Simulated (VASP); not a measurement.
# ScIn4 (Im-3m) in VASP: notebook

Runs on ScIn4. Level: PBE. Tasks: single point, relaxation of cell and atoms.

Program: VASP 6.6.1. These are calculated values, not measurements. Logs are shortened: lines on timing, memory, paths and dates and some standing lists are left out, and cuts for length are marked.

## Step 1: The cell of the first run

The structure is cubic, space group Im-3m (No. 229). The conventional cell has a = 6.267 Å, b = 6.267 Å, c = 6.267 Å, α = 90.00°, β = 90.00°, γ = 90.00°. Sc (site symmetry m-3m) has 8 In at 2.71 Å within 3.6 Å. In (site symmetry -3m) has 2 Sc at 2.71 Å and 6 In at 3.13 Å within 3.6 Å.

## Step 2: Single point, PBE

INCAR reads:

```
  PREC = Accurate
  ENCUT = 520
  EDIFF = 1E-7
  ISMEAR = 0
  SIGMA = 0.1
  LREAL = False
  LASPH = True
  NELM = 80
  ALGO = Normal
  ISIF = 2
  LWAVE = False
  LCHARG = False
  GGA = PE
  NBANDS = 40
```

KPOINTS reads:

```
regular mesh
0
Gamma
  4 4 4
```

POSCAR reads:

```
ScIn4
1.0
   -3.1335789900      3.1335789900      3.1335789900
    3.1335789900     -3.1335789900      3.1335789900
    3.1335789900      3.1335789900     -3.1335789900
Sc In
1 4
Direct
    0.0000000000      0.0000000000      0.0000000000
    0.0000000000      0.0000000000      0.5000000000
    0.0000000000      0.5000000000      0.0000000000
    0.5000000000      0.0000000000      0.0000000000
    0.5000000000      0.5000000000      0.5000000000
```

Potentials or basis: VASP PAW PBE potentials, release 64 (Sc_sv, In_d).

Started as:

```bash
> cat potpaw_PBE.64/Sc_sv/POTCAR potpaw_PBE.64/In_d/POTCAR > POTCAR
> mpirun -np 1 vasp_std > vasp.out
```

OUTCAR:

```text
PREC = Accurate
   ENCUT = 520
   EDIFF = 1E-7
   ISMEAR = 0
   LREAL = False
   LASPH = True
   NELM = 80
   ISIF = 2
   GGA = PE

 ion  position               nearest neighbor table
   1  0.000  0.000  0.000-   2 2.71   3 2.71   4 2.71   5 2.71   2 2.71   3 2.71   4 2.71   5 2.71

   2  0.000  0.000  0.500-   1 2.71   1 2.71   4 3.13   5 3.13   3 3.13   3 3.13   4 3.13   5 3.13

   3  0.000  0.500  0.000-   1 2.71   1 2.71   4 3.13   5 3.13   2 3.13   2 3.13   5 3.13   4 3.13

   4  0.500  0.000  0.000-   1 2.71   1 2.71   3 3.13   5 3.13   5 3.13   2 3.13   2 3.13   3 3.13

   5  0.500  0.500  0.500-   1 2.71   1 2.71   3 3.13   4 3.13   4 3.13   3 3.13   2 3.13   2 3.13

  LATTYP: Found a body centered cubic cell.
 ALAT       =     6.2671579800

  Lattice vectors:

 A1 = (  -3.1335789900,   3.1335789900,   3.1335789900)
 A2 = (   3.1335789900,  -3.1335789900,   3.1335789900)
 A3 = (   3.1335789900,   3.1335789900,  -3.1335789900)

Analysis of symmetry for initial positions (statically):
=====================================================================
 Subroutine PRICEL returns:
 Original cell was already a primitive cell.

 Routine SETGRP: Setting up the symmetry group for a
 body centered cubic supercell.

 Subroutine GETGRP returns: Found 48 space group operations
 (whereof 48 operations were pure point group operations)
 out of a pool of 48 trial point group operations.

The static configuration has the point symmetry O_h .

Analysis of symmetry for dynamics (positions and initial velocities):
=====================================================================
 Subroutine PRICEL returns:
 Original cell was already a primitive cell.

 Routine SETGRP: Setting up the symmetry group for a
 body centered cubic supercell.

 Subroutine GETGRP returns: Found 48 space group operations
 (whereof 48 operations were pure point group operations)
 out of a pool of 48 trial point group operations.

The dynamic configuration has the point symmetry O_h .

 Subroutine INISYM returns: Found 48 space group operations
 (whereof 48 operations are pure point group operations),
 and found     1 'primitive' translations

----------------------------------------------------------------------------------------

                                     Primitive cell

  volume of cell :     123.0784

  direct lattice vectors                    reciprocal lattice vectors
    -3.133578990  3.133578990  3.133578990     0.000000000  0.159561958  0.159561958
     3.133578990 -3.133578990  3.133578990     0.159561958  0.000000000  0.159561958
     3.133578990  3.133578990 -3.133578990     0.159561958  0.159561958  0.000000000

  length of vectors
     5.427518020  5.427518020  5.427518020     0.225654685  0.225654685  0.225654685

  position of ions in fractional coordinates (direct lattice)
     0.000000000  0.000000000  0.000000000
     0.000000000  0.000000000  0.500000000
     0.000000000  0.500000000  0.000000000
     0.500000000  0.000000000  0.000000000
     0.500000000  0.500000000  0.500000000

  ion indices of the primitive-cell ions
   primitive index   ion index
                 1           1
                 2           2
                 3           3
                 4           4
                 5           5

----------------------------------------------------------------------------------------

 KPOINTS: regular mesh

Automatic generation of k-mesh.
 Grid dimensions read from file:
 generate k-points for:    4    4    4

 Generating k-lattice:

  Cartesian coordinates                     Fractional coordinates (reciprocal lattice)
     0.000000000  0.039890490  0.039890490     0.250000000  0.000000000  0.000000000
     0.039890490  0.000000000  0.039890490     0.000000000  0.250000000  0.000000000
     0.039890490  0.039890490  0.000000000     0.000000000  0.000000000  0.250000000

  Length of vectors
     0.056413671  0.056413671  0.056413671

  Shift w.r.t. Gamma in fractional coordinates (k-lattice)
     0.000000000  0.000000000  0.000000000

 Subroutine IBZKPT returns following result:
 ===========================================

 Found      8 irreducible k-points:

 Following reciprocal coordinates:
            Coordinates               Weight
  0.000000  0.000000  0.000000      1.000000
  0.250000  0.000000  0.000000     12.000000
  0.500000  0.000000  0.000000      6.000000
  0.250000  0.250000  0.000000     24.000000
  0.250000  0.250000  0.250000      2.000000
 -0.250000  0.250000  0.250000      6.000000
  0.500000  0.500000  0.250000     12.000000
  0.500000  0.500000  0.500000      1.000000
   k-points           NKPTS =      8   k-points in BZ     NKDIM =      8   number of bands    NBANDS=     40
   number of dos      NEDOS =    301   number of ions     NIONS =      5
   total plane-waves  NPLWV =  64000
   dimension x,y,z NGX =    40 NGY =   40 NGZ =   40
   dimension x,y,z NGXF=    80 NGYF=   80 NGZF=   80
   ions per type =               1   4
[... 47 lines left out ...]
 maximum number of plane-waves:      3352
   NGX = 21   NGY = 21   NGZ = 21

 number of electron      63.0000008 magnetization

 Free energy of the ion-electron system (eV)
  ---------------------------------------------------
  ext. energy  EPLUGINS =         0.00000000
  ---------------------------------------------------
  free energy    TOTEN  =       -15.07408147 eV

  energy without entropy =      -15.01884190  energy(sigma->0) =      -15.04646168

 E-fermi :   6.6337     XC(G=0): -10.2110

 val. band max:        6.5859785819   @ k =   0.5000   0.5000   0.2500
 cond. band min:       6.6451510880   @ k =   0.2500   0.0000   0.0000
 fundamental gap:      0.0591725061
 Fermi energy:         6.6336691514

 k-point     1 :       0.0000    0.0000    0.0000
  band No.  band energies     occupation
      1     -41.8083      2.00000
      2     -20.5960      2.00000
      3     -20.5960      2.00000
      4     -20.5960      2.00000
      5      -7.8893      2.00000
      6      -7.8893      2.00000
[... 32 lines left out ...]
     39      11.2014      0.00000
     40      11.4853      0.00000

 k-point     2 :       0.2500    0.0000    0.0000
  band No.  band energies     occupation
      1     -41.8078      2.00000
      2     -20.6075      2.00000
      3     -20.6020      2.00000
      4     -20.5966      2.00000
      5      -7.8455      2.00000
      6      -7.7849      2.00000
[... 32 lines left out ...]
     39      11.2327      0.00000
     40      11.5209      0.00000

 k-point     3 :       0.5000    0.0000    0.0000
  band No.  band energies     occupation
      1     -41.8074      2.00000
      2     -20.6189      2.00000
      3     -20.6079      2.00000
      4     -20.5971      2.00000
      5      -7.7644      2.00000
      6      -7.7436      2.00000
[... 32 lines left out ...]
     39      11.2473      0.00000
     40      12.2779      0.00000

 k-point     4 :       0.2500    0.2500    0.0000
  band No.  band energies     occupation
      1     -41.8074      2.00000
      2     -20.6157      2.00000
      3     -20.6080      2.00000
      4     -20.6003      2.00000
      5      -7.7610      2.00000
      6      -7.6739      2.00000
[... 32 lines left out ...]
     39      11.6786      0.00000
     40      11.8772      0.00000

 k-point     5 :       0.2500    0.2500    0.2500
  band No.  band energies     occupation
      1     -41.8074      2.00000
      2     -20.6080      2.00000
      3     -20.6080      2.00000
      4     -20.6080      2.00000
      5      -7.5751      2.00000
      6      -7.5454      2.00000
[... 32 lines left out ...]
     39      10.3750      0.00000
     40      11.0320      0.00000

 k-point     6 :      -0.2500    0.2500    0.2500
  band No.  band energies     occupation
      1     -41.8074      2.00000
      2     -20.6081      2.00000
      3     -20.6079      2.00000
      4     -20.6079      2.00000
      5      -7.8615      2.00000
      6      -7.7127      2.00000
[... 32 lines left out ...]
     39      12.1616      0.00000
     40      12.3656      0.00000

 k-point     7 :       0.5000    0.5000    0.2500
  band No.  band energies     occupation
      1     -41.8069      2.00000
      2     -20.6194      2.00000
      3     -20.6139      2.00000
      4     -20.6085      2.00000
      5      -7.8011      2.00000
      6      -7.7956      2.00000
[... 32 lines left out ...]
     39      11.4103      0.00000
     40      13.4299      0.00000

 k-point     8 :       0.5000    0.5000    0.5000
  band No.  band energies     occupation
      1     -41.8065      2.00000
      2     -20.6199      2.00000
      3     -20.6199      2.00000
      4     -20.6199      2.00000
      5      -7.8355      2.00000
      6      -7.8355      2.00000
[... 32 lines left out ...]
     39      11.5036      0.00000
     40      13.5929      0.00000

------------------------ aborting loop because EDIFF is reached ----------------------------------------

  FORCE on cell =-STRESS in cart. coord.  units (eV):
  Direction    XX          YY          ZZ          XY          YZ          ZX
  --------------------------------------------------------------------------------------
  -------------------------------------------------------------------------------------
  Total       10.3266863     10.3266863     10.3266863      0.0000000     -0.0000000     -0.0000000
  in kB      134.4279687    134.4279687    134.4279687      0.0000000     -0.0000000     -0.0000000
  external PRESSURE =     134.4279687 kB  Pullay stress =       0.0000000 kB

 VOLUME and BASIS-vectors are now :
 -----------------------------------------------------------------------------
  energy-cutoff  :      520.00
  volume of cell :      123.08
      direct lattice vectors                 reciprocal lattice vectors
    -3.133578990  3.133578990  3.133578990     0.000000000  0.159561958  0.159561958
     3.133578990 -3.133578990  3.133578990     0.159561958  0.000000000  0.159561958
     3.133578990  3.133578990 -3.133578990     0.159561958  0.159561958  0.000000000

 POSITION                                       TOTAL-FORCE (eV/Angst)
 -----------------------------------------------------------------------------------
      0.00000      0.00000      0.00000        -0.000000     -0.000000      0.000000
      1.56679      1.56679     -1.56679        -0.000000      0.000000     -0.000000
      1.56679     -1.56679      1.56679         0.000000      0.000000      0.000000
     -1.56679      1.56679      1.56679        -0.000000     -0.000000     -0.000000
      1.56679      1.56679      1.56679         0.000000     -0.000000      0.000000
 -----------------------------------------------------------------------------------
    total drift:                                0.000000     -0.000000      0.000000

  FREE ENERGIE OF THE ION-ELECTRON SYSTEM (eV)
  ---------------------------------------------------
  free  energy   TOTEN  =       -15.0740814654 eV

  energy  without entropy=      -15.0188418991  energy(sigma->0) =      -15.04646168
```

Run time: 36 s. Hardware: 1 thread of Oxide Virtual Turin-like, shared host; peak memory 0.21 GiB.

What came out:

* Free energy: -15.0741 eV
* Pressure: 13.4 GPa

Levels at points of the mesh, in eV from the Fermi level:
```csv
k point,band 28,band 29,band 30,band 31,band 32,band 33,band 34,band 35,band 36,band 37
"(0.00, 0.00, 0.00)",-2.76,-0.73,-0.73,-0.73,-0.32,-0.32,-0.32,1.61,1.61,4.57
"(0.50, 0.00, 0.00)",-3.43,-1.81,-1.12,0.37,0.47,0.52,1.83,2.74,3.38,3.60
"(0.50, 0.50, 0.50)",-3.56,-3.26,-3.26,-0.40,-0.40,-0.40,1.99,3.15,3.15,4.87
```

Caveat: spin-orbit coupling is left out, which moves the levels of the heavy elements.

## Step 3: Single point, PBE

This run uses another cell than the first one, of 30.90 Å³/atom, 1.255 times its volume.

INCAR reads:

```
SYSTEM = ScIn4
  PREC = Accurate
  ENCUT = 520
  EDIFF = 1E-7
  ISMEAR = 0
  SIGMA = 0.1
  LREAL = .False.
  LASPH = .True.
  NELM = 80
  ALGO = Fast
  ISIF = 2
  LWAVE = .False.
  LCHARG = .False.
  GGA = PE
  NBANDS = 40
```

KPOINTS reads:

```
Automatic mesh
0
Gamma
  4 4 4
  0 0 0
```

POSCAR, as its differences from that of step 2:

```diff
@@ -2,5 +2,5 @@
 1.0
-   -3.1335789900      3.1335789900      3.1335789900
-    3.1335789900     -3.1335789900      3.1335789900
-    3.1335789900      3.1335789900     -3.1335789900
+   -3.3804126136      3.3804126136      3.3804126136
+    3.3804126136     -3.3804126136      3.3804126136
+    3.3804126136      3.3804126136     -3.3804126136
 Sc In
```

Potentials or basis: VASP PAW PBE potentials, release 64 (Sc_sv, In_d).

Started as:

```bash
> cat potpaw_PBE.64/Sc_sv/POTCAR potpaw_PBE.64/In_d/POTCAR > POTCAR
> mpirun -np 1 vasp_std > vasp.out
```

Wall time 2 min (1 thread of Oxide Virtual Turin-like, shared host); peak memory 0.3 GiB.

Results (log left out):

* Free energy: -16.1676 eV
* Pressure: 0.1 GPa

Levels at points of the mesh, in eV from the Fermi level:
```csv
k point,band 30,band 31,band 32,band 33,band 34,band 35
"(0.00, 0.00, 0.00)",-0.75,-0.75,-0.10,-0.10,-0.10,1.49
"(0.50, 0.00, 0.00)",-0.93,0.33,0.38,0.57,1.40,2.16
"(0.50, 0.50, 0.50)",-2.45,-0.25,-0.25,-0.25,0.20,2.72
```

Caveat: spin-orbit coupling is left out, which moves the levels of the heavy elements.

## Step 4: Relaxation of cell and atoms, PBE

INCAR reads:

```
SYSTEM = ScIn4
PREC = Accurate
ENCUT = 600
EDIFF = 1E-7
ISMEAR = 0
SIGMA = 0.1
LREAL = .FALSE.
LASPH = .TRUE.
NELM = 100
ALGO = Normal
ISIF = 3
LWAVE = .FALSE.
LCHARG = .FALSE.
GGA = PE
IBRION = 2
NSW = 90
EDIFFG = -0.04
```

KPOINTS reads:

```
regular mesh
0
G
  4 4 4
  0 0 0
```

POSCAR, as its differences from that of step 3:

```diff
@@ -2,5 +2,5 @@
 1.0
-   -3.3804126136      3.3804126136      3.3804126136
-    3.3804126136     -3.3804126136      3.3804126136
-    3.3804126136      3.3804126136     -3.3804126136
+   -3.1335789900      3.1335789900      3.1335789900
+    3.1335789900     -3.1335789900      3.1335789900
+    3.1335789900      3.1335789900     -3.1335789900
 Sc In
```

Started as:

```bash
> cat potpaw_PBE.64/Sc_sv/POTCAR potpaw_PBE.64/In_d/POTCAR > POTCAR
> mpirun -np 1 vasp_std > vasp.out
```

Wall time 3.6 min (1 thread of Oxide Virtual Turin-like, shared host); peak memory 0.31 GiB.

It converged, with:

- Free energy: -16.1588 eV
- Relaxed volume: 30.97 Å³/atom
- Relaxed cell: a = 5.859 Å, b = 5.859 Å, c = 5.859 Å, α = 109.47°, β = 109.47°, γ = 109.47°
- Space group after relaxing (to 0.05 Å): Im-3m (No. 229)
- Energy gained by relaxing: 216.8 meV/atom
- Ionic steps: 3
- Pressure after relaxing: 0.0 GPa

The path:
```tsv
step	energy change (eV)	largest force (eV/Å)	pressure (GPa)	volume (Å³)
1	0.0000	0.0000	13.50	123.08
2	-1.0429	0.0000	-1.44	163.84
3	-1.0839	0.0000	0.05	154.87
```

Final structure:
```
Sc In
1.0
    -3.38298    3.38298    3.38298
     3.38298   -3.38298    3.38298
     3.38298    3.38298   -3.38298
Sc In
1 4
Direct
  0.00000 0.00000 0.00000
  0.00000 0.00000 0.50000
  0.00000 0.50000 0.00000
  0.50000 0.00000 0.00000
  0.50000 0.50000 0.50000
```

Levels at points of the mesh, in eV from the Fermi level:
```tsv
k point	band 30	band 31	band 32	band 33	band 34	band 35
(0.00, 0.00, 0.00)	-0.75	-0.75	-0.10	-0.10	-0.10	1.48
(0.50, 0.00, 0.00)	-0.93	0.33	0.37	0.58	1.40	2.16
(0.50, 0.50, 0.50)	-2.45	-0.25	-0.25	-0.25	0.19	2.72
```

Caveat: the volume moved by over 15 % at a fixed basis, so the end points are rough; spin-orbit coupling is left out, which moves the levels of the heavy elements.

## Step 5: Single point, PBE, collinear spin, ferromagnetic start

This run uses another cell than the first one, of 30.90 Å³/atom, 1.255 times its volume.

INCAR reads:

```
PREC = Accurate ; ENCUT = 520
EDIFF = 1E-6 ; ISMEAR = 0
SIGMA = 0.1 ; LREAL = False
LASPH = True ; NELM = 150
ALGO = Fast ; ISIF = 2
LWAVE = False ; LCHARG = False
ISPIN = 2 ; MAGMOM = 1 0 0 0 0
LORBIT = 11 ; LMAXMIX = 4
GGA = PE ; NBANDS = 44
```

KPOINTS reads:

```
regular mesh
0
Gamma
  4 4 4
```

POSCAR, as its differences from that of step 4:

```diff
@@ -2,5 +2,5 @@
 1.0
-   -3.1335789900      3.1335789900      3.1335789900
-    3.1335789900     -3.1335789900      3.1335789900
-    3.1335789900      3.1335789900     -3.1335789900
+   -3.3804126136      3.3804126136      3.3804126136
+    3.3804126136     -3.3804126136      3.3804126136
+    3.3804126136      3.3804126136     -3.3804126136
 Sc In
```

Started as:

```bash
> cat potpaw_PBE.64/Sc_sv/POTCAR potpaw_PBE.64/In_d/POTCAR > POTCAR
> mpirun -np 1 vasp_std > vasp.out
```

Wall time 4.3 min (1 thread of Oxide Virtual Turin-like, shared host); peak memory 0.39 GiB.

The run converged. Its results:

- Free energy: -16.1876 eV
- Pressure: 0.1 GPa
- Net moment: 1.18 μB per cell
- Site moments: Sc +0.40; In +0.07 μB
- Valence electrons inside the program's atomic spheres: Sc 9.50; In 11.36

Levels at points of the mesh, in eV from the Fermi level:
Spin up:
```csv
k point,band 28,band 29,band 30,band 31,band 32,band 33,band 34,band 35,band 36,band 37
"(0.00, 0.00, 0.00)",-3.20,-0.92,-0.92,-0.92,-0.19,-0.19,-0.19,1.35,1.35,3.22
"(0.50, 0.00, 0.00)",-3.71,-1.66,-1.06,0.10,0.22,0.45,1.27,2.07,2.69,2.75
"(0.50, 0.50, 0.50)",-3.42,-2.55,-2.55,-0.45,-0.45,-0.45,0.12,2.61,2.61,3.85
```
Spin down:
| k point | band 28 | band 29 | band 30 | band 31 | band 32 | band 33 | band 34 | band 35 |
| --- | --- | --- | --- | --- | --- | --- | --- | --- |
| (0.00, 0.00, 0.00) | -3.03 | -0.66 | -0.66 | -0.66 | -0.09 | -0.09 | -0.09 | 1.57 |
| (0.50, 0.00, 0.00) | -3.54 | -1.40 | -0.86 | 0.48 | 0.50 | 0.64 | 1.47 | 2.18 |
| (0.50, 0.50, 0.50) | -3.09 | -2.42 | -2.42 | -0.11 | -0.11 | -0.11 | 0.21 | 2.81 |

Caveat: spin-orbit coupling is left out, which moves the levels of the heavy elements.

## Step 6: The runs side by side

```tsv
task	spin	cell	cutoff (eV)	gap on the mesh (eV)	pressure (GPa)
single point	off	a = 5.428 Å, angles 109.5°, 5 atoms	520	none	13.4
single point	off	a = 5.855 Å, angles 109.5°, 5 atoms	520	none	0.1
relaxation of cell and atoms	off	relaxed from a = 5.428 Å, angles 109.5°, 5 atoms	600	none	0.0
single point	collinear, ferromagnetic start	a = 5.855 Å, angles 109.5°, 5 atoms	520	none	0.1
```

Alike in all rows: level PBE; potentials or basis VASP PAW PBE potentials, release 64 (Sc_sv, In_d); k mesh 4 × 4 × 4; smearing gaussian 0.1 eV.

Caveats: spin-orbit coupling is left out, which moves the levels of the heavy elements; the volume moved by over 15 % at a fixed basis, so the end points are rough (some runs).

Absolute energies hang on the potentials; compare differences alone.
